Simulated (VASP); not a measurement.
Tl, 2 atoms in the cell. It takes space group P6_3/mmc (No. 194, hexagonal). The conventional cell has a = 3.612 Å, b = 3.612 Å, c = 5.565 Å, α = 90.00°, β = 90.00°, γ = 120.00°. Within 4.6 Å of Tl (site symmetry -6m2) lie 12 Tl at 3.48 to 3.61 Å. 

- Program: VASP 6.6.1
- Task: single point
- Functional: PBE
- Potentials or basis: VASP PAW PBE potentials, release 64 (Tl_d)
- Cutoff: 520 eV
- k mesh: 10 × 6 × 11
- Occupations: gaussian, width 0.1 eV
- Spin: no spin polarisation
- Dipole correction: no
- Further INCAR settings: ALGO = Fast; EDIFF = 1e-07; NBANDS = 20; ISYM = 0

Potentials or basis: VASP PAW PBE potentials, release 64 (Tl_d).

The run is started by

```bash
$ cat potpaw_PBE.64/Tl_d/POTCAR > POTCAR
$ mpirun -np 1 vasp_std > vasp.out
```

Hardware: 1 thread of Oxide Virtual Turin-like Processor, with other jobs on the host.

**Question.** How long does it take, and how much memory?

**Answer.** Run time: 3.6 min on 1 thread of Oxide Virtual Turin-like Processor, on a shared host, peak memory 0.4 GiB. Counts: scf iterations 13, k points 332.
